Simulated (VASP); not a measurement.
# Ni (P6_3/mmc) in VASP: a series of runs

Ni is run at these levels: r2SCAN+rVV10+U, r2SCAN+D3(BJ)+U, PBE, PBEsol; tasks: single point, vibrations by perturbation theory.

Everything below comes from runs of VASP 6.6.1. Logs are shortened: lines on timing, memory, paths and dates and some standing lists are left out, and cuts for length are marked.

## 1. The cell of the first run

The structure is hexagonal, space group P6_3/mmc (No. 194). The conventional cell has a = 2.448 Å, b = 2.448 Å, c = 4.073 Å, α = 90.00°, β = 90.00°, γ = 120.00°. Within 3.2 Å of Ni (site symmetry -6m2) lie 12 Ni at 2.45 to 2.48 Å.

## 2. Single point, r2SCAN+rVV10+U, collinear spin, ferromagnetic start

POSCAR

```
Ni
1.0
    2.4480228978      0.0000000000      0.0000000000
   -1.2240114489      2.1200500186      0.0000000000
    0.0000000000      0.0000000000      4.0728075700
Ni
2
Direct
    0.6666666667      0.3333333333      0.7500000000
    0.3333333333      0.6666666667      0.2500000000
```

INCAR.step1

```
SYSTEM = Ni
ALGO = Normal ; EDIFF = 1E-4
ENCUT = 520 ; GGA = PE
ISMEAR = -1 ; ISPIN = 2
LASPH = .True. ; LCHARG = .False.
LDAU = .True. ; LDAUJ = 0
LDAUL = 2 ; LDAUTYPE = 2
LDAUU = 3.5 ; LMAXMIX = 4
LREAL = .False. ; LWAVE = .True.
MAGMOM = 1 1 ; NBANDS = 21
NELM = 150 ; PREC = Accurate
SIGMA = 0.1
```

INCAR.step2

```
SYSTEM = Ni
ALGO = Normal ; BPARAM = 11.95
CPARAM = 0.0093 ; EDIFF = 1E-7
ENCUT = 520 ; ISIF = 2
ISMEAR = -1 ; ISPIN = 2
ISTART = 1 ; IVDW_NL = 2
LASPH = .True. ; LCHARG = .False.
LDAU = .True. ; LDAUJ = 0
LDAUL = 2 ; LDAUPRINT = 1
LDAUTYPE = 2 ; LDAUU = 3.5
LMAXMIX = 4 ; LMIXTAU = .True.
LORBIT = 11 ; LREAL = .False.
LUSE_VDW = .True. ; LWAVE = .False.
MAGMOM = 1 1 ; METAGGA = R2SCAN
NBANDS = 21 ; NELM = 150
PREC = Accurate ; SIGMA = 0.1
```

KPOINTS

```
k-points
0
Gamma
  12 12 7
  0 0 0
```

Potentials or basis: VASP PAW PBE potentials, release 64 (Ni).

Run with:

```console
$ cat potpaw_PBE.64/Ni/POTCAR > POTCAR
$ cp INCAR.step1 INCAR
$ mpirun -np 1 vasp_std > vasp.out
$ cp INCAR.step2 INCAR
$ mpirun -np 1 vasp_std > vasp.out
```

OUTCAR:

```text
SYSTEM = Ni
   BPARAM = 11.95
   EDIFF = 1E-7
   ENCUT = 520
   ISIF = 2
   ISMEAR = -1
   ISPIN = 2
   ISTART = 1
   IVDW_NL = 2
   LASPH = .True.
   LORBIT = 11
   LREAL = .False.
   METAGGA = R2SCAN
   NELM = 150
   PREC = Accurate

 ion  position               nearest neighbor table
   1  0.667  0.333  0.750-   2 2.48   2 2.48   2 2.48   2 2.48   2 2.48   2 2.48
   2  0.333  0.667  0.250-   1 2.48   1 2.48   1 2.48   1 2.48   1 2.48   1 2.48

  LATTYP: Found a hexagonal cell.
 ALAT       =     2.4480228978
 C/A-ratio  =     1.6637130207

  Lattice vectors:

 A1 = (   2.4480228978,   0.0000000000,   0.0000000000)
 A2 = (  -1.2240114489,   2.1200500186,   0.0000000000)
 A3 = (   0.0000000000,   0.0000000000,   4.0728075700)

Analysis of symmetry for initial positions (statically):
=====================================================================
 Subroutine PRICEL returns:
 Original cell was already a primitive cell.

 Routine SETGRP: Setting up the symmetry group for a
 hexagonal supercell.

 Subroutine GETGRP returns: Found 24 space group operations
 (whereof 12 operations were pure point group operations)
 out of a pool of 24 trial point group operations.

The static configuration has the point symmetry D_3d.
 The point group associated with its full space group is D_6h.

Analysis of symmetry for dynamics (positions and initial velocities):
=====================================================================
 Subroutine PRICEL returns:
 Original cell was already a primitive cell.

 Routine SETGRP: Setting up the symmetry group for a
 hexagonal supercell.

 Subroutine GETGRP returns: Found 24 space group operations
 (whereof 12 operations were pure point group operations)
 out of a pool of 24 trial point group operations.

The dynamic configuration has the point symmetry D_3d.
 The point group associated with its full space group is D_6h.

Analysis of structural, dynamic, and magnetic symmetry:
=====================================================================
 Subroutine PRICEL returns:
 Original cell was already a primitive cell.

 Routine SETGRP: Setting up the symmetry group for a
 hexagonal supercell.

 Subroutine GETGRP returns: Found 24 space group operations
 (whereof 12 operations were pure point group operations)
 out of a pool of 24 trial point group operations.

The overall configuration has the point symmetry D_3d.
 The point group associated with its full space group is D_6h.

 Subroutine INISYM returns: Found 24 space group operations
 (whereof 12 operations are pure point group operations),
 and found     1 'primitive' translations

----------------------------------------------------------------------------------------

                                     Primitive cell

  volume of cell :      21.1376

  direct lattice vectors                    reciprocal lattice vectors
     2.448022898  0.000000000  0.000000000     0.408492911  0.235843492  0.000000000
    -1.224011449  2.120050019  0.000000000     0.000000000  0.471686984  0.000000000
     0.000000000  0.000000000  4.072807570     0.000000000  0.000000000  0.245530873

  length of vectors
     2.448022898  2.448022898  4.072807570     0.471686984  0.471686984  0.245530873

  position of ions in fractional coordinates (direct lattice)
     0.666666667  0.333333333  0.750000000
     0.333333333  0.666666667  0.250000000

  ion indices of the primitive-cell ions
   primitive index   ion index
                 1           1
[... 117 lines left out ...]

 onsite density matrix

spin component  1

  0.9300  0.0000 -0.0000 -0.0000  0.0000
  0.0000  0.9433 -0.0000  0.0000 -0.0000
 -0.0000 -0.0000  0.9505  0.0000  0.0000
 -0.0000  0.0000  0.0000  0.9433  0.0000
  0.0000 -0.0000  0.0000  0.0000  0.9300

spin component  2

  0.8605 -0.0000 -0.0000 -0.0000  0.0000
 -0.0000  0.9225 -0.0000  0.0000 -0.0000
 -0.0000 -0.0000  0.1868  0.0000  0.0000
 -0.0000  0.0000  0.0000  0.9225  0.0000
  0.0000 -0.0000  0.0000  0.0000  0.8605

 occupancies and eigenvectors

  o =  0.1868  v =  0.0000  0.0000  0.0000  0.0000  0.0000  0.0000 -0.0000 -1.0000 -0.0000  0.0000      0.0000  0.0000  0.0000  0.0000  0.0000  0.0000  0.0000  0.0000  0.0000  0.0000
  o =  0.8605  v =  0.0000  0.0000  0.0000  0.0000  0.0000  1.0000  0.0000  0.0000  0.0000  0.0000      0.0000  0.0000  0.0000  0.0000  0.0000  0.0000  0.0000  0.0000  0.0000  0.0000
  o =  0.8605  v =  0.0000  0.0000  0.0000  0.0000  0.0000  0.0000  0.0000 -0.0000  0.0000 -1.0000      0.0000  0.0000  0.0000  0.0000  0.0000  0.0000  0.0000  0.0000  0.0000  0.0000
  o =  0.9225  v =  0.0000  0.0000  0.0000  0.0000  0.0000  0.0000  0.0000 -0.0000  1.0000  0.0000      0.0000  0.0000  0.0000  0.0000  0.0000  0.0000  0.0000  0.0000  0.0000  0.0000
  o =  0.9225  v =  0.0000  0.0000  0.0000  0.0000  0.0000  0.0000  1.0000 -0.0000 -0.0000  0.0000      0.0000  0.0000  0.0000  0.0000  0.0000  0.0000  0.0000  0.0000  0.0000  0.0000
  o =  0.9300  v =  1.0000  0.0000  0.0000  0.0000  0.0000  0.0000  0.0000  0.0000  0.0000  0.0000      0.0000  0.0000  0.0000  0.0000  0.0000  0.0000  0.0000  0.0000  0.0000  0.0000
  o =  0.9300  v =  0.0000  0.0000 -0.0000 -0.0000  1.0000  0.0000  0.0000  0.0000  0.0000  0.0000      0.0000  0.0000  0.0000  0.0000  0.0000  0.0000  0.0000  0.0000  0.0000  0.0000
  o =  0.9433  v =  0.0000 -0.0000  0.0000  1.0000  0.0000  0.0000  0.0000  0.0000  0.0000  0.0000      0.0000  0.0000  0.0000  0.0000  0.0000  0.0000  0.0000  0.0000  0.0000  0.0000
  o =  0.9433  v =  0.0000  1.0000 -0.0000  0.0000 -0.0000  0.0000  0.0000  0.0000  0.0000  0.0000      0.0000  0.0000  0.0000  0.0000  0.0000  0.0000  0.0000  0.0000  0.0000  0.0000
  o =  0.9505  v =  0.0000 -0.0000 -1.0000  0.0000 -0.0000  0.0000  0.0000  0.0000  0.0000  0.0000      0.0000  0.0000  0.0000  0.0000  0.0000  0.0000  0.0000  0.0000  0.0000  0.0000

atom =   2  type =  1  l = 2

 onsite density matrix

spin component  1

  0.9300  0.0000 -0.0000  0.0000 -0.0000
  0.0000  0.9433 -0.0000  0.0000 -0.0000
 -0.0000 -0.0000  0.9505  0.0000  0.0000
  0.0000  0.0000  0.0000  0.9433  0.0000
 -0.0000 -0.0000  0.0000  0.0000  0.9300

spin component  2

  0.8605  0.0000 -0.0000  0.0000  0.0000
  0.0000  0.9225 -0.0000  0.0000 -0.0000
 -0.0000 -0.0000  0.1868  0.0000  0.0000
  0.0000  0.0000  0.0000  0.9225  0.0000
  0.0000 -0.0000  0.0000  0.0000  0.8605

 occupancies and eigenvectors

  o =  0.1868  v =  0.0000  0.0000  0.0000  0.0000  0.0000  0.0000 -0.0000  1.0000 -0.0000 -0.0000      0.0000  0.0000  0.0000  0.0000  0.0000  0.0000  0.0000  0.0000  0.0000  0.0000
  o =  0.8605  v =  0.0000  0.0000  0.0000  0.0000  0.0000  1.0000  0.0000  0.0000  0.0000  0.0000      0.0000  0.0000  0.0000  0.0000  0.0000  0.0000  0.0000  0.0000  0.0000  0.0000
  o =  0.8605  v =  0.0000  0.0000  0.0000  0.0000  0.0000  0.0000  0.0000 -0.0000  0.0000 -1.0000      0.0000  0.0000  0.0000  0.0000  0.0000  0.0000  0.0000  0.0000  0.0000  0.0000
  o =  0.9225  v =  0.0000  0.0000  0.0000  0.0000  0.0000  0.0000 -0.0000 -0.0000 -1.0000 -0.0000      0.0000  0.0000  0.0000  0.0000  0.0000  0.0000  0.0000  0.0000  0.0000  0.0000
  o =  0.9225  v =  0.0000  0.0000  0.0000  0.0000  0.0000  0.0000  1.0000  0.0000 -0.0000  0.0000      0.0000  0.0000  0.0000  0.0000  0.0000  0.0000  0.0000  0.0000  0.0000  0.0000
  o =  0.9300  v =  1.0000  0.0000  0.0000  0.0000  0.0000  0.0000  0.0000  0.0000  0.0000  0.0000      0.0000  0.0000  0.0000  0.0000  0.0000  0.0000  0.0000  0.0000  0.0000  0.0000
  o =  0.9300  v =  0.0000  0.0000  0.0000 -0.0000 -1.0000  0.0000  0.0000  0.0000  0.0000  0.0000      0.0000  0.0000  0.0000  0.0000  0.0000  0.0000  0.0000  0.0000  0.0000  0.0000
  o =  0.9433  v =  0.0000 -0.0000 -0.0000 -1.0000  0.0000  0.0000  0.0000  0.0000  0.0000  0.0000      0.0000  0.0000  0.0000  0.0000  0.0000  0.0000  0.0000  0.0000  0.0000  0.0000
  o =  0.9433  v =  0.0000  1.0000 -0.0000 -0.0000  0.0000  0.0000  0.0000  0.0000  0.0000  0.0000      0.0000  0.0000  0.0000  0.0000  0.0000  0.0000  0.0000  0.0000  0.0000  0.0000
  o =  0.9505  v =  0.0000 -0.0000 -1.0000  0.0000 -0.0000  0.0000  0.0000  0.0000  0.0000  0.0000      0.0000  0.0000  0.0000  0.0000  0.0000  0.0000  0.0000  0.0000  0.0000  0.0000

 number of electron      19.9999993 magnetization       1.7654709

 Free energy of the ion-electron system (eV)
  ---------------------------------------------------
  ext. energy  EPLUGINS =         0.00000000
  ---------------------------------------------------
  free energy    TOTEN  =       -19.39870465 eV

  energy without entropy =      -19.37065410  energy(sigma->0) =      -19.38467938

 E-fermi :   9.9075     XC(G=0): -14.4784

 val. band max:        9.8986081965   @ k =   0.4167  -0.0000   0.1429
 cond. band min:       9.9130333721   @ k =   0.3333   0.1667   0.0000
 fundamental gap:      0.0144251756
 Fermi energy:         9.9074820657

 spin component 1

 k-point     1 :       0.0000    0.0000    0.0000
  band No.  band energies     occupation
      1       0.1010      1.00000
      2       2.6071      1.00000
      3       4.3792      1.00000
      4       6.1242      1.00000
      5       6.1244      1.00000
      6       6.3945      1.00000
[... 1145 lines left out ...]
     20      35.1992      0.00000
     21      39.1003      0.00000

 [... further k-points ...]
[... 5 lines left out ...]
  --------------------------------------------------------------------------------------
  -------------------------------------------------------------------------------------
  Total        1.5362782      1.5362782      0.4340515      0.0000000      0.0000000      0.0000000
  in kB      116.4461083    116.4461083     32.9000336      0.0000000      0.0000000      0.0000000
  external PRESSURE =      88.5974167 kB  Pullay stress =       0.0000000 kB

 VOLUME and BASIS-vectors are now :
 -----------------------------------------------------------------------------
  energy-cutoff  :      520.00
  volume of cell :       21.14
      direct lattice vectors                 reciprocal lattice vectors
     2.448022898  0.000000000  0.000000000     0.408492911  0.235843492  0.000000000
    -1.224011449  2.120050019  0.000000000     0.000000000  0.471686984  0.000000000
     0.000000000  0.000000000  4.072807570     0.000000000  0.000000000  0.245530873

 POSITION                                       TOTAL-FORCE (eV/Angst)
 -----------------------------------------------------------------------------------
      1.22401      0.70668      3.05461         0.000000     -0.000000      0.000000
     -0.00000      1.41337      1.01820        -0.000000      0.000000      0.000000
 -----------------------------------------------------------------------------------
    total drift:                               -0.000000      0.000000     -0.000000

  FREE ENERGIE OF THE ION-ELECTRON SYSTEM (eV)
  ---------------------------------------------------
  free  energy   TOTEN  =       -19.3987046526 eV

  energy  without entropy=      -19.3706541039  energy(sigma->0) =      -19.38467938

 total charge

# of ion       s       p       d       tot
------------------------------------------
    1        0.530   0.517   8.422   9.469
    2        0.530   0.517   8.422   9.469
--------------------------------------------------
tot          1.060   1.033  16.844  18.938

 magnetization (x)

# of ion       s       p       d       tot
------------------------------------------
    1       -0.012  -0.034   0.946   0.900
    2       -0.012  -0.034   0.946   0.900
--------------------------------------------------
tot         -0.024  -0.068   1.891   1.800
```

Wall time 5.1 min (1 thread of Intel Xeon Platinum 8375C at 2.90GHz (Ice Lake), shared host); peak memory 0.23 GiB.

What came out:

| Property | Result |
| --- | --- |
| Free energy | -19.3987 eV |
| Pressure | 8.9 GPa |
| Net moment | 1.77 μB per cell |
| Site moments | Ni +0.90 μB |
| Valence electrons inside the program's atomic spheres | Ni 9.47 |

Eigenvalues of the final occupation matrices:
```tsv
site	spin	trace	eigenvalues
site 1 d	1	4.70	0.93 0.93 0.94 0.94 0.95
site 1 d	2	3.75	0.19 0.86 0.86 0.92 0.92
site 2 d	1	4.70	0.93 0.93 0.94 0.94 0.95
site 2 d	2	3.75	0.19 0.86 0.86 0.92 0.92
```

Caveat: the PAW data sets were made with another functional, which shifts forces and pressure a little; the U is typed as a test and isn't derived for this compound.

(Part 1 of 3 ends here.)
